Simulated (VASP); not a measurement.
# BaRhO3 (Pm-3m) in VASP: notebook

The runs below take BaRhO3 through single point, with LDA.

Everything below comes from runs of VASP 6.6.1. Logs are shortened: lines on timing, memory, paths and dates and some standing lists are left out, and cuts for length are marked.

## 1. The cell of the first run

Symmetry: Pm-3m, No. 221, cubic system. The conventional cell has a = 4.025 Å, b = 4.025 Å, c = 4.025 Å, α = 90.00°, β = 90.00°, γ = 90.00°. Ba (site symmetry m-3m) has 12 O at 2.85 Å and 8 Rh at 3.49 Å within 3.7 Å. Within 2.7 Å of Rh (site symmetry m-3m) lie 6 O at 2.01 Å. O (site symmetry 4/mmm) has 2 Rh at 2.01 Å within 2.7 Å.

## 2. Single point, LDA

Contents of INCAR:

```
SYSTEM = BaRhO3
PREC = Accurate
ENCUT = 520
EDIFF = 1E-6
ISMEAR = 0
SIGMA = 0.1
LREAL = .FALSE.
LASPH = .TRUE.
NELM = 80
ALGO = Normal
ISIF = 2
LWAVE = .FALSE.
LCHARG = .FALSE.
NBANDS = 30
```

Contents of KPOINTS:

```
regular mesh
0
G
  6 6 6
  0 0 0
```

Contents of POSCAR:

```
BaRhO3
1.0
    4.0250440484      0.0000000000      0.0000000000
    0.0000000000      4.0250440484      0.0000000000
    0.0000000000      0.0000000000      4.0250440484
Ba Rh O
1 1 3
Direct
    0.0000000000      0.0000000000      0.0000000000
    0.5000000000      0.5000000000      0.5000000000
    0.5000000000      0.0000000000      0.5000000000
    0.0000000000      0.5000000000      0.5000000000
    0.5000000000      0.5000000000      0.0000000000
```

Potentials or basis: VASP PAW LDA potentials, release 64 (Ba_sv, Rh_pv, O).

Started as:

```console
$ cat potpaw_LDA.64/Ba_sv/POTCAR potpaw_LDA.64/Rh_pv/POTCAR potpaw_LDA.64/O/POTCAR > POTCAR
$ mpirun -np 1 vasp_std > vasp.out
```

OUTCAR:

```text
SYSTEM = BaRhO3
   PREC = Accurate
   ENCUT = 520
   EDIFF = 1E-6
   ISMEAR = 0
   LREAL = .FALSE.
   LASPH = .TRUE.
   NELM = 80
   ISIF = 2

 ion  position               nearest neighbor table
   1  0.000  0.000  0.000-   3 2.85   4 2.85   5 2.85   3 2.85   4 2.85   4 2.85   5 2.85   4 2.85
                             3 2.85   5 2.85   3 2.85   5 2.85   2 3.49   2 3.49   2 3.49   2 3.49
   2  0.500  0.500  0.500-   3 2.01   4 2.01   5 2.01   5 2.01   3 2.01   4 2.01   1 3.49   1 3.49
                             1 3.49   1 3.49   1 3.49   1 3.49   1 3.49   1 3.49
   3  0.500  0.000  0.500-   2 2.01   2 2.01   1 2.85   1 2.85   1 2.85   1 2.85
   4  0.000  0.500  0.500-   2 2.01   2 2.01   1 2.85   1 2.85   1 2.85   1 2.85
   5  0.500  0.500  0.000-   2 2.01   2 2.01   1 2.85   1 2.85   1 2.85   1 2.85

  LATTYP: Found a simple cubic cell.
 ALAT       =     4.0250440484

  Lattice vectors:

 A1 = (   4.0250440484,   0.0000000000,   0.0000000000)
 A2 = (   0.0000000000,   4.0250440484,   0.0000000000)
 A3 = (   0.0000000000,   0.0000000000,   4.0250440484)

Analysis of symmetry for initial positions (statically):
=====================================================================
 Subroutine PRICEL returns:
 Original cell was already a primitive cell.

 Routine SETGRP: Setting up the symmetry group for a
 simple cubic supercell.

 Subroutine GETGRP returns: Found 48 space group operations
 (whereof 48 operations were pure point group operations)
 out of a pool of 48 trial point group operations.

The static configuration has the point symmetry O_h .

Analysis of symmetry for dynamics (positions and initial velocities):
=====================================================================
 Subroutine PRICEL returns:
 Original cell was already a primitive cell.

 Routine SETGRP: Setting up the symmetry group for a
 simple cubic supercell.

 Subroutine GETGRP returns: Found 48 space group operations
 (whereof 48 operations were pure point group operations)
 out of a pool of 48 trial point group operations.

The dynamic configuration has the point symmetry O_h .

 Subroutine INISYM returns: Found 48 space group operations
 (whereof 48 operations are pure point group operations),
 and found     1 'primitive' translations

----------------------------------------------------------------------------------------

                                     Primitive cell
[... 92 lines left out ...]
   EDIFF  = 0.1E-05   stopping-criterion for ELM
   LREAL  =      F    real-space projection
   EDIFFG = 0.1E-04   stopping-criterion for IOM
   NSW    =      0    number of steps for IOM
   IBRION =     -1    ionic relax: 0-MD 1-quasi-New 2-CG
   NFREE  =      0    steps in history (QN), initial steepest desc. (CG)
   ISIF   =      2    stress and relaxation
   ISYM   =      2    0-nonsym 1-usesym 2-fastsym
   POTIM  = 0.5000    time-step for ionic-motion
   TEBEG  =    0.0;   TEEND  =   0.0 temperature during run
   PSTRESS=    0.0 pullay stress
   NELECT =      43.0000    total number of electrons
   NUPDOWN=      -1.0000    fix difference up-down
   EMIN   =  10.00;   EMAX   =-10.00  energy-range for DOS
   EFERMI =   0.00;   METHOD = LEGACY
   ISMEAR =     0;   SIGMA  =   0.10  broadening in eV -4-tet -1-fermi 0-gaus
   EFERMI_NEDOS =   21; number of points for ismear=-14 and -15
   IALGO  =     38    algorithm
   IMIX   =      4    mixing-type and parameters
     AMIX     =   0.40;   BMIX     =  1.00
     AMIX_MAG =   1.60;   BMIX_MAG =  1.00
  volume/ion in A,a.u.               =      13.04        88.01
  Fermi-wavevector in a.u.,A,eV,Ry     =   1.424930  2.692728 27.625635  2.030427
  Thomas-Fermi vector in A             =   2.545369
   LORBIT       =      0    0 simple, 1 ext, 2 COOP (PROOUT), +10 PAW based schemes
   GGA     = CA    functional components
   LHFCALC =     F    Hartree Fock is set to
   AEXX    =    0.0000 exact exchange contribution
   IVDW    =     0    specifies the selected vdW correction
   LEPSILON=     F    determine dielectric tensor
   LRPA    =     F    only Hartree local field effects (RPA)
 non-spin polarized calculation
 Gauss-broadening in eV      SIGMA  =   0.10
  energy-cutoff  :      520.00
  volume of cell :       65.21
 maximum number of plane-waves:      1791
 NGX is ok and might be reduce to    30
   NGX = 15   NGY = 15   NGZ = 15

 number of electron      42.9999981 magnetization

 Free energy of the ion-electron system (eV)
  ---------------------------------------------------
  ext. energy  EPLUGINS =         0.00000000
  ---------------------------------------------------
  free energy    TOTEN  =       -36.30845880 eV

  energy without entropy =      -36.26890468  energy(sigma->0) =      -36.28868174

 E-fermi :   4.6863     XC(G=0): -11.9528

 val. band max:        4.6733656645   @ k =   0.5000   0.3333   0.1667
 cond. band min:       4.7109710833   @ k =   0.5000   0.1667   0.0000
 fundamental gap:      0.0376054189
 Fermi energy:         4.6863254558

 k-point     1 :       0.0000    0.0000    0.0000
  band No.  band energies     occupation
      1     -42.7123      2.00000
      2     -42.7123      2.00000
      3     -42.7123      2.00000
      4     -20.9651      2.00000
      5     -13.3596      2.00000
      6     -12.6671      2.00000
[... 649 lines left out ...]
     29      13.9478      0.00000
     30      15.7799      0.00000

------------------------ aborting loop because EDIFF is reached ----------------------------------------

  FORCE on cell =-STRESS in cart. coord.  units (eV):
  Direction    XX          YY          ZZ          XY          YZ          ZX
  --------------------------------------------------------------------------------------
  -------------------------------------------------------------------------------------
  Total       -3.1144382     -3.1144382     -3.1144382      0.0000000      0.0000000      0.0000000
  in kB      -76.5206034    -76.5206034    -76.5206034      0.0000000      0.0000000      0.0000000
  external PRESSURE =     -76.5206034 kB  Pullay stress =       0.0000000 kB

 VOLUME and BASIS-vectors are now :
 -----------------------------------------------------------------------------
  energy-cutoff  :      520.00
  volume of cell :       65.21
      direct lattice vectors                 reciprocal lattice vectors
     4.025044048  0.000000000  0.000000000     0.248444486  0.000000000  0.000000000
     0.000000000  4.025044048  0.000000000     0.000000000  0.248444486  0.000000000
     0.000000000  0.000000000  4.025044048     0.000000000  0.000000000  0.248444486

 POSITION                                       TOTAL-FORCE (eV/Angst)
 -----------------------------------------------------------------------------------
      0.00000      0.00000      0.00000         0.000000      0.000000      0.000000
      2.01252      2.01252      2.01252         0.000000      0.000000      0.000000
      2.01252      0.00000      2.01252         0.000000      0.000000      0.000000
      0.00000      2.01252      2.01252         0.000000      0.000000      0.000000
      2.01252      2.01252      0.00000         0.000000      0.000000      0.000000
 -----------------------------------------------------------------------------------
    total drift:                                0.000000      0.000000     -0.000000

  FREE ENERGIE OF THE ION-ELECTRON SYSTEM (eV)
  ---------------------------------------------------
  free  energy   TOTEN  =       -36.3084588003 eV

  energy  without entropy=      -36.2689046777  energy(sigma->0) =      -36.28868174
```

OSZICAR:

```text
N       E                     dE             d eps       ncg     rms          rms(c)
DAV:   1     0.367953990958E+03    0.36795E+03   -0.24628E+04  1200   0.144E+03
DAV:   2    -0.241318627240E+02   -0.39209E+03   -0.37683E+03  1364   0.390E+02
DAV:   3    -0.439353132723E+02   -0.19803E+02   -0.19540E+02  1418   0.887E+01
DAV:   4    -0.443545644890E+02   -0.41925E+00   -0.41865E+00  1628   0.114E+01
DAV:   5    -0.443607007210E+02   -0.61362E-02   -0.61358E-02  1436   0.115E+00    0.298E+01
DAV:   6    -0.391650815451E+02    0.51956E+01   -0.74335E+01  1348   0.521E+01    0.242E+01
DAV:   7    -0.366140515233E+02    0.25510E+01   -0.18240E+01  1338   0.340E+01    0.883E+00
DAV:   8    -0.363350831315E+02    0.27897E+00   -0.14853E+00  1404   0.101E+01    0.325E+00
DAV:   9    -0.363134276730E+02    0.21655E-01   -0.83696E-02  1364   0.226E+00    0.134E+00
DAV:  10    -0.363091043143E+02    0.43234E-02   -0.97539E-03  1500   0.865E-01    0.233E-01
DAV:  11    -0.363084868199E+02    0.61749E-03   -0.24123E-03  1428   0.410E-01    0.646E-02
DAV:  12    -0.363084613530E+02    0.25467E-04   -0.19392E-04  1352   0.116E-01    0.151E-02
DAV:  13    -0.363084588339E+02    0.25191E-05   -0.11475E-05  1442   0.272E-02    0.619E-03
DAV:  14    -0.363084588003E+02    0.33659E-07   -0.68127E-07   840   0.618E-03
   1 F= -.36308459E+02 E0= -.36288682E+02  d E =-.395541E-01
```

Wall time 39 s (1 thread of Intel Xeon 8259CL, shared host); peak memory 0.17 GiB.

What came out:

| Property | Result |
| --- | --- |
| Free energy | -36.3085 eV |
| Pressure | -7.7 GPa |

Caveat: spin-orbit coupling is left out, which moves the levels of the heavy elements; an odd number of electrons without spin polarisation forces a metal; a magnetic or distorted state may lie lower.

## 3. Single point, LDA

This run uses another cell than the first one, of 13.45 Å³/atom, 1.032 times its volume.

Contents of INCAR:

```
PREC = Accurate
ENCUT = 520
EDIFF = 1E-6
ISMEAR = 0
SIGMA = 0.1
LREAL = False
LASPH = True
NELM = 100
ALGO = Normal
ISIF = 2
LWAVE = False
LCHARG = False
GGA = CA
NBANDS = 30
```

Contents of KPOINTS:

```
regular mesh
0
Gamma
  6 6 6
```

Changes to POSCAR since step 2:

```diff
@@ -2,5 +2,5 @@
 1.0
-    4.0250440484      0.0000000000      0.0000000000
-    0.0000000000      4.0250440484      0.0000000000
-    0.0000000000      0.0000000000      4.0250440484
+    4.0669746082      0.0000000000      0.0000000000
+    0.0000000000      4.0669746082      0.0000000000
+    0.0000000000      0.0000000000      4.0669746082
 Ba Rh O
```

Potentials or basis: VASP PAW LDA potentials, release 64 (Ba_sv, Rh_pv, O).

Started as:

```console
$ cat potpaw_LDA.64/Ba_sv/POTCAR potpaw_LDA.64/Rh_pv/POTCAR potpaw_LDA.64/O/POTCAR > POTCAR
$ mpirun -np 1 vasp_std > vasp.out
```

OUTCAR:

```text
PREC = Accurate
   ENCUT = 520
   EDIFF = 1E-6
   ISMEAR = 0
   LREAL = False
   LASPH = True
   NELM = 100
   ISIF = 2
   GGA = CA

 ion  position               nearest neighbor table
   1  0.000  0.000  0.000-   3 2.88   4 2.88   5 2.88   3 2.88   4 2.88   4 2.88   5 2.88   4 2.88
                             3 2.88   5 2.88   3 2.88   5 2.88   2 3.52   2 3.52   2 3.52   2 3.52
   2  0.500  0.500  0.500-   3 2.03   4 2.03   5 2.03   5 2.03   3 2.03   4 2.03   1 3.52   1 3.52
                             1 3.52   1 3.52   1 3.52   1 3.52   1 3.52   1 3.52
   3  0.500  0.000  0.500-   2 2.03   2 2.03   1 2.88   1 2.88   1 2.88   1 2.88
   4  0.000  0.500  0.500-   2 2.03   2 2.03   1 2.88   1 2.88   1 2.88   1 2.88
   5  0.500  0.500  0.000-   2 2.03   2 2.03   1 2.88   1 2.88   1 2.88   1 2.88

  LATTYP: Found a simple cubic cell.
 ALAT       =     4.0669746082

  Lattice vectors:

 A1 = (   4.0669746082,   0.0000000000,   0.0000000000)
 A2 = (   0.0000000000,   4.0669746082,   0.0000000000)
 A3 = (   0.0000000000,   0.0000000000,   4.0669746082)

Analysis of symmetry for initial positions (statically):
=====================================================================
 Subroutine PRICEL returns:
 Original cell was already a primitive cell.

 Routine SETGRP: Setting up the symmetry group for a
 simple cubic supercell.

 Subroutine GETGRP returns: Found 48 space group operations
 (whereof 48 operations were pure point group operations)
 out of a pool of 48 trial point group operations.

The static configuration has the point symmetry O_h .

Analysis of symmetry for dynamics (positions and initial velocities):
=====================================================================
 Subroutine PRICEL returns:
 Original cell was already a primitive cell.

 Routine SETGRP: Setting up the symmetry group for a
 simple cubic supercell.

 Subroutine GETGRP returns: Found 48 space group operations
 (whereof 48 operations were pure point group operations)
 out of a pool of 48 trial point group operations.
[... 123 lines left out ...]
  volume/ion in A,a.u.               =      13.45        90.79
  Fermi-wavevector in a.u.,A,eV,Ry     =   1.410239  2.664966 27.058930  1.988775
  Thomas-Fermi vector in A             =   2.532214
   LORBIT       =      0    0 simple, 1 ext, 2 COOP (PROOUT), +10 PAW based schemes
   GGA     = CA    functional components
   LHFCALC =     F    Hartree Fock is set to
   AEXX    =    0.0000 exact exchange contribution
   IVDW    =     0    specifies the selected vdW correction
   LEPSILON=     F    determine dielectric tensor
   LRPA    =     F    only Hartree local field effects (RPA)
 non-spin polarized calculation
 Gauss-broadening in eV      SIGMA  =   0.10
  energy-cutoff  :      520.00
  volume of cell :       67.27
 maximum number of plane-waves:      1856
   NGX = 15   NGY = 15   NGZ = 15

 number of electron      42.9999989 magnetization

 Free energy of the ion-electron system (eV)
  ---------------------------------------------------
  ext. energy  EPLUGINS =         0.00000000
  ---------------------------------------------------
  free energy    TOTEN  =       -36.18548272 eV

  energy without entropy =      -36.14419989  energy(sigma->0) =      -36.16484131

 E-fermi :   4.3357     XC(G=0): -11.7872

 val. band max:        4.3318251317   @ k =   0.3333   0.1667   0.0000
 cond. band min:       4.3823594405   @ k =   0.5000   0.0000   0.0000
 fundamental gap:      0.0505343088
 Fermi energy:         4.3356652881

 k-point     1 :       0.0000    0.0000    0.0000
  band No.  band energies     occupation
      1     -42.9480      2.00000
      2     -42.9480      2.00000
      3     -42.9480      2.00000
      4     -21.3120      2.00000
      5     -13.5211      2.00000
      6     -12.8236      2.00000
[... 649 lines left out ...]
     29      13.4525      0.00000
     30      15.2026      0.00000

------------------------ aborting loop because EDIFF is reached ----------------------------------------

  FORCE on cell =-STRESS in cart. coord.  units (eV):
  Direction    XX          YY          ZZ          XY          YZ          ZX
  --------------------------------------------------------------------------------------
  -------------------------------------------------------------------------------------
  Total       -4.9236267     -4.9236267     -4.9236267     -0.0000000      0.0000000      0.0000000
  in kB     -117.2684855   -117.2684855   -117.2684855     -0.0000000      0.0000000      0.0000000
  external PRESSURE =    -117.2684855 kB  Pullay stress =       0.0000000 kB

 VOLUME and BASIS-vectors are now :
 -----------------------------------------------------------------------------
  energy-cutoff  :      520.00
  volume of cell :       67.27
      direct lattice vectors                 reciprocal lattice vectors
     4.066974608  0.000000000  0.000000000     0.245883020  0.000000000  0.000000000
     0.000000000  4.066974608  0.000000000     0.000000000  0.245883020  0.000000000
     0.000000000  0.000000000  4.066974608     0.000000000  0.000000000  0.245883020

 POSITION                                       TOTAL-FORCE (eV/Angst)
 -----------------------------------------------------------------------------------
      0.00000      0.00000      0.00000         0.000000      0.000000      0.000000
      2.03349      2.03349      2.03349         0.000000      0.000000      0.000000
      2.03349      0.00000      2.03349         0.000000      0.000000      0.000000
      0.00000      2.03349      2.03349         0.000000      0.000000      0.000000
      2.03349      2.03349      0.00000         0.000000      0.000000      0.000000
 -----------------------------------------------------------------------------------
    total drift:                                0.000000      0.000000     -0.000000

  FREE ENERGIE OF THE ION-ELECTRON SYSTEM (eV)
  ---------------------------------------------------
  free  energy   TOTEN  =       -36.1854827236 eV

  energy  without entropy=      -36.1441998890  energy(sigma->0) =      -36.16484131
```

Wall time 40 s (1 thread of Intel Xeon 8259CL, shared host); peak memory 0.18 GiB.

Results:

- Free energy: -36.1855 eV
- Pressure: -11.7 GPa

Caveat: spin-orbit coupling is left out, which moves the levels of the heavy elements; an odd number of electrons without spin polarisation forces a metal; a magnetic or distorted state may lie lower.

(Continued in part 2 of 2.)
